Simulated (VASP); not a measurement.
# In3Sb (P4/mmm) in VASP: further runs

Runs on In3Sb. Level: PBEsol+D3(BJ). Tasks: single point.

Program: VASP 6.6.1. These are calculated values, not measurements. Logs are shortened: lines on timing, memory, paths and dates and some standing lists are left out, and cuts for length are marked.

### 1 The cell of the first run

Symmetry: P4/mmm, No. 123, tetragonal system. Conventional cell: a = 5.209 Å, b = 5.209 Å, c = 3.683 Å, α = 90.00°, β = 90.00°, γ = 90.00°. Within 4.2 Å of In (site symmetry 4/mmm) lie 10 In at 3.19 to 3.68 Å and 4 Sb at 3.68 Å. In (site symmetry mmm) has 10 In at 3.19 to 3.68 Å and 4 Sb at 3.19 Å within 4.2 Å. Sb (site symmetry 4/mmm) has 12 In at 3.19 to 3.68 Å and 2 Sb at 3.68 Å within 4.2 Å.

### 2 Single point, PBEsol+D3(BJ)

File INCAR:

```
SYSTEM = In3Sb
ALGO = Fast
EDIFF = 1E-7
ENCUT = 520
GGA = PS
ISIF = 2
ISMEAR = 0
IVDW = 12
LASPH = .True.
LCHARG = .False.
LREAL = .False.
LWAVE = .False.
NBANDS = 30
NELM = 80
PREC = Accurate
SIGMA = 0.15
```

File KPOINTS:

```
k-points
0
Gamma
  12 12 12
  0 0 0
```

File POSCAR:

```
In3Sb
1.0
    5.2087533787      0.0000000000      0.0000000000
    0.0000000000      5.2087533787      0.0000000000
    0.0000000000      0.0000000000      3.6825886388
In Sb
3 1
Direct
    0.5000000000      0.5000000000      0.0000000000
    0.5000000000      0.0000000000      0.5000000000
    0.0000000000      0.5000000000      0.5000000000
    0.0000000000      0.0000000000      0.0000000000
```

Potentials or basis: VASP PAW PBE potentials, release 64 (In_d, Sb).

The run is started by

```
cat potpaw_PBE.64/In_d/POTCAR potpaw_PBE.64/Sb/POTCAR > POTCAR
mpirun -np 1 vasp_std > vasp.out
```

OUTCAR:

```text
SYSTEM = In3Sb
   EDIFF = 1E-7
   ENCUT = 520
   GGA = PS
   ISIF = 2
   ISMEAR = 0
   IVDW = 12
   LASPH = .True.
   LREAL = .False.
   NELM = 80
   PREC = Accurate
 IVDW          = 12

 ion  position               nearest neighbor table
   1  0.500  0.500  0.000-   2 3.19   3 3.19   2 3.19   3 3.19   2 3.19   2 3.19   3 3.19   3 3.19
                             4 3.68   4 3.68   4 3.68   4 3.68
   2  0.500  0.000  0.500-   1 3.19   4 3.19   1 3.19   4 3.19   1 3.19   1 3.19   4 3.19   4 3.19
                             3 3.68   3 3.68   3 3.68   3 3.68
   3  0.000  0.500  0.500-   1 3.19   4 3.19   1 3.19   4 3.19   4 3.19   4 3.19   1 3.19   1 3.19
                             2 3.68   2 3.68   2 3.68   2 3.68
   4  0.000  0.000  0.000-   2 3.19   3 3.19   2 3.19   3 3.19   3 3.19   3 3.19   2 3.19   2 3.19
                             1 3.68   1 3.68   1 3.68   1 3.68

  LATTYP: Found a simple tetragonal cell.
 ALAT       =     5.2087533787
 C/A-ratio  =     0.7070000000

  Lattice vectors:

 A1 = (   5.2087533787,   0.0000000000,   0.0000000000)
 A2 = (   0.0000000000,   5.2087533787,   0.0000000000)
 A3 = (   0.0000000000,   0.0000000000,   3.6825886388)

Analysis of symmetry for initial positions (statically):
=====================================================================
 Subroutine PRICEL returns:
 Original cell was already a primitive cell.

 Routine SETGRP: Setting up the symmetry group for a
 simple tetragonal supercell.

 Subroutine GETGRP returns: Found 16 space group operations
 (whereof 16 operations were pure point group operations)
 out of a pool of 16 trial point group operations.

The static configuration has the point symmetry D_4h.

Analysis of symmetry for dynamics (positions and initial velocities):
=====================================================================
 Subroutine PRICEL returns:
 Original cell was already a primitive cell.

 Routine SETGRP: Setting up the symmetry group for a
 simple tetragonal supercell.

 Subroutine GETGRP returns: Found 16 space group operations
 (whereof 16 operations were pure point group operations)
 out of a pool of 16 trial point group operations.

The dynamic configuration has the point symmetry D_4h.

 Subroutine INISYM returns: Found 16 space group operations
 (whereof 16 operations are pure point group operations),
 and found     1 'primitive' translations

----------------------------------------------------------------------------------------

[... 97 lines left out ...]
   LREAL  =      F    real-space projection
   EDIFFG = 0.1E-05   stopping-criterion for IOM
   NSW    =      0    number of steps for IOM
   IBRION =     -1    ionic relax: 0-MD 1-quasi-New 2-CG
   NFREE  =      0    steps in history (QN), initial steepest desc. (CG)
   ISIF   =      2    stress and relaxation
   ISYM   =      2    0-nonsym 1-usesym 2-fastsym
   POTIM  = 0.5000    time-step for ionic-motion
   TEBEG  =    0.0;   TEEND  =   0.0 temperature during run
   PSTRESS=    0.0 pullay stress
   NELECT =      44.0000    total number of electrons
   NUPDOWN=      -1.0000    fix difference up-down
   EMIN   =  10.00;   EMAX   =-10.00  energy-range for DOS
   EFERMI =   0.00;   METHOD = LEGACY
   ISMEAR =     0;   SIGMA  =   0.15  broadening in eV -4-tet -1-fermi 0-gaus
   EFERMI_NEDOS =   21; number of points for ismear=-14 and -15
   IALGO  =     68    algorithm
   IMIX   =      4    mixing-type and parameters
     AMIX     =   0.40;   BMIX     =  1.00
     AMIX_MAG =   1.60;   BMIX_MAG =  1.00
  volume/ion in A,a.u.               =      24.98       168.56
  Fermi-wavevector in a.u.,A,eV,Ry     =   1.245524  2.353699 21.107129  1.551330
  Thomas-Fermi vector in A             =   2.379742
   LORBIT       =      0    0 simple, 1 ext, 2 COOP (PROOUT), +10 PAW based schemes
   GGA     = PS    functional components
   LHFCALC =     F    Hartree Fock is set to
   AEXX    =    0.0000 exact exchange contribution
   IVDW    =    12    specifies the selected vdW correction
   LEPSILON=     F    determine dielectric tensor
   LRPA    =     F    only Hartree local field effects (RPA)
 non-spin polarized calculation
 RMM-DIIS sequential band-by-band and
 Gauss-broadening in eV      SIGMA  =   0.15
  energy-cutoff  :      520.00
  volume of cell :       99.91
 maximum number of plane-waves:      2720
 NGX is ok and might be reduce to    40

 number of electron      44.0000013 magnetization

 Free energy of the ion-electron system (eV)
  ---------------------------------------------------
  ext. energy  EPLUGINS =         0.00000000
  ---------------------------------------------------
  free energy    TOTEN  =       -13.32180713 eV

  energy without entropy =      -13.29694979  energy(sigma->0) =      -13.30937846

 E-fermi :   8.2239     XC(G=0): -10.6359

 val. band max:        8.2158886104   @ k =   0.2500   0.2500   0.3333
 cond. band min:       8.2244621013   @ k =   0.4167   0.0833   0.5000
 fundamental gap:      0.0085734909
 Fermi energy:         8.2239049282

 k-point     1 :       0.0000    0.0000    0.0000
  band No.  band energies     occupation
      1      -6.5351      2.00000
      2      -6.5006      2.00000
      3      -6.5006      2.00000
      4      -6.4567      2.00000
      5      -6.4535      2.00000
      6      -6.3611      2.00000
[... 781 lines left out ...]
     29      13.7427      0.00000
     30      14.2027      0.00000

 [... further k-points ...]

------------------------ aborting loop because EDIFF is reached ----------------------------------------

 Edisp (eV)   -1.66525

 E8    (eV) :    -1.1885

  FORCE on cell =-STRESS in cart. coord.  units (eV):
  Direction    XX          YY          ZZ          XY          YZ          ZX
  --------------------------------------------------------------------------------------
  -------------------------------------------------------------------------------------
  Total      -0.51936    -0.51936     0.12711     0.00000    -0.00000     0.00000
  in kB      -8.32833    -8.32833     2.03823     0.00000    -0.00000     0.00000
  external pressure =       -4.87 kB  Pullay stress =        0.00 kB

 VOLUME and BASIS-vectors are now :
 -----------------------------------------------------------------------------
  energy-cutoff  :      520.00
  volume of cell :       99.91
      direct lattice vectors                 reciprocal lattice vectors
     5.208753379  0.000000000  0.000000000     0.191984517  0.000000000  0.000000000
     0.000000000  5.208753379  0.000000000     0.000000000  0.191984517  0.000000000
     0.000000000  0.000000000  3.682588639     0.000000000  0.000000000  0.271548114

 POSITION                                       TOTAL-FORCE (eV/Angst)
 -----------------------------------------------------------------------------------
      2.60438      2.60438      0.00000         0.000000      0.000000      0.000000
      2.60438      0.00000      1.84129         0.000000      0.000000      0.000000
      0.00000      2.60438      1.84129         0.000000      0.000000      0.000000
      0.00000      0.00000      0.00000         0.000000      0.000000      0.000000
 -----------------------------------------------------------------------------------
    total drift:                               -0.000000      0.000000     -0.000000

  FREE ENERGIE OF THE ION-ELECTRON SYSTEM (eV)
  ---------------------------------------------------
  free  energy   TOTEN  =       -14.9870539384 eV

  energy  without entropy=      -14.9621965955  energy(sigma->0) =      -14.97462527
```

OSZICAR:

```text
N       E                     dE             d eps       ncg     rms          rms(c)
DAV:   1     0.395744960716E+03    0.39574E+03   -0.20465E+04 11760   0.186E+03
DAV:   2     0.238400764971E+02   -0.37190E+03   -0.36431E+03 11916   0.443E+02
DAV:   3    -0.120206410389E+02   -0.35861E+02   -0.35179E+02 14210   0.158E+02
DAV:   4    -0.133952128808E+02   -0.13746E+01   -0.13721E+01 13772   0.332E+01
DAV:   5    -0.134668713004E+02   -0.71658E-01   -0.71653E-01 17654   0.632E+00    0.486E+00
RMM:   6    -0.133462785697E+02    0.12059E+00   -0.22571E-01 13341   0.513E+00    0.259E+00
RMM:   7    -0.133225209747E+02    0.23758E-01   -0.82956E-02 13398   0.241E+00    0.542E-01
RMM:   8    -0.133214453894E+02    0.10756E-02   -0.13119E-02 16635   0.126E+00    0.189E-01
RMM:   9    -0.133217328694E+02   -0.28748E-03   -0.39882E-03 17301   0.438E-01    0.179E-01
RMM:  10    -0.133221715920E+02   -0.43872E-03   -0.33532E-03 13908   0.704E-01    0.277E-01
RMM:  11    -0.133217468325E+02    0.42476E-03   -0.17773E-03 14512   0.506E-01    0.167E-02
RMM:  12    -0.133217991181E+02   -0.52286E-04   -0.54477E-04 19501   0.133E-01    0.442E-02
RMM:  13    -0.133218069554E+02   -0.78373E-05   -0.78782E-05 19665   0.510E-02    0.555E-02
RMM:  14    -0.133218081869E+02   -0.12315E-05   -0.12908E-05 19712   0.194E-02    0.626E-02
RMM:  15    -0.133218066599E+02    0.15270E-05   -0.31181E-06 16518   0.143E-02    0.303E-02
RMM:  16    -0.133218071282E+02   -0.46832E-06   -0.13412E-06 15073   0.107E-02    0.334E-02
RMM:  17    -0.133218071319E+02   -0.37380E-08   -0.73410E-07 11887   0.474E-03
   1 F= -.14987054E+02 E0= -.14974625E+02  d E =-.248573E-01
```

stdout:

```text
POSCAR found type information on POSCAR InSb
 POSCAR found :  2 types and       4 ions
 scaLAPACK will be used
 -----------------------------------------------------------------------------
|                                                                             |
|                                                                             |
|     You enforced a specific xc type in the INCAR file but a different       |
|     I HOPE YOU KNOW WHAT YOU ARE DOING!                                     |
|                                                                             |
 -----------------------------------------------------------------------------

 LDA part: xc-table for (Slater+PW92), standard interpolation
 POSCAR, INCAR and KPOINTS ok, starting setup
 FFT: planning ... GRIDC
 FFT: planning ... GRID_SOFT
 FFT: planning ... GRID
 WAVECAR not read
 entering main loop
WARNING in EDDRMM: call to ZHEGV failed, returncode =   8  4     30
```

Run time: 5.4 min. Hardware: 1 thread of Intel Xeon Platinum 8488C (Sapphire Rapids), shared host; peak memory 0.58 GiB.

Results:

- Free energy: -14.9871 eV
- Pressure: -0.5 GPa
- Band gap on the k mesh: zero (bands 22 and 23 overlap by 5.61 eV)
- Dispersion energy per atom: -0.416 eV

Stress tensor (GPa, compression positive):
```
-0.83  0.00  0.00
 0.00 -0.83  0.00
 0.00  0.00  0.20
```

Caveat: the PAW data sets were made with another functional, which shifts forces and pressure a little; spin-orbit coupling is left out, which moves the levels of the heavy elements.

### 3 Single point, PBEsol+D3(BJ)

This run uses another cell than the first one, of the same volume but with other edges.

File INCAR:

```
ALGO = Fast ; EDIFF = 1E-7
ENCUT = 520 ; GGA = PS
ISIF = 2 ; ISMEAR = 0
IVDW = 12 ; LASPH = T
LCHARG = F ; LREAL = F
LWAVE = F ; NBANDS = 30
NELM = 80 ; PREC = Accurate
SIGMA = 0.15
```

File KPOINTS:

```
k-points
0
Gamma
  12 12 12
```

File POSCAR:

```
In3Sb
1.0
    4.1341902964      0.0000000000      0.0000000000
    0.0000000000      4.1341902964      0.0000000000
    0.0000000000      0.0000000000      5.8457450791
In Sb
3 1
Direct
    0.5000000000      0.5000000000      0.0000000000
    0.5000000000      0.0000000000      0.5000000000
    0.0000000000      0.5000000000      0.5000000000
    0.0000000000      0.0000000000      0.0000000000
```

Potentials or basis: VASP PAW PBE potentials, release 64 (In_d, Sb).

The run is started by

```
cat potpaw_PBE.64/In_d/POTCAR potpaw_PBE.64/Sb/POTCAR > POTCAR
mpirun -np 1 vasp_std > vasp.out
```

Wall time 6.1 min (1 thread of Intel Xeon Platinum 8488C (Sapphire Rapids), shared host); peak memory 0.59 GiB.

Results (log left out):

| Quantity | Value |
| --- | --- |
| Free energy | -14.7772 eV |
| Pressure | 1.7 GPa |
| Band gap on the k mesh | zero (bands 22 and 23 overlap by 5.13 eV) |
| Dispersion energy per atom | -0.416 eV |

Stress tensor (GPa, compression positive):
```
 4.10  0.00  0.00
 0.00  4.10  0.00
 0.00  0.00 -2.98
```

Levels at points of the mesh, in eV from the Fermi level:
```tsv
k point	band 19	band 20	band 21	band 22	band 23	band 24	band 25	band 26
(0.00, 0.00, 0.00)	-2.25	-2.25	-1.91	0.21	1.23	1.23	2.75	4.33
(0.50, 0.00, 0.00)	-4.22	-2.62	-1.60	-0.13	1.52	1.87	2.15	4.16
(0.50, 0.50, 0.00)	-5.35	-2.29	-2.16	-2.16	-1.34	-1.18	0.70	0.70
(0.00, 0.00, 0.50)	-1.74	-1.74	-0.43	0.11	0.11	0.56	0.75	2.40
(0.50, 0.00, 0.50)	-6.45	0.18	0.60	1.19	2.37	2.64	2.81	2.97
(0.50, 0.50, 0.50)	-4.55	-4.15	-4.15	-4.07	-3.55	1.92	3.82	3.82
```

Caveat: the PAW data sets were made with another functional, which shifts forces and pressure a little; spin-orbit coupling is left out, which moves the levels of the heavy elements.
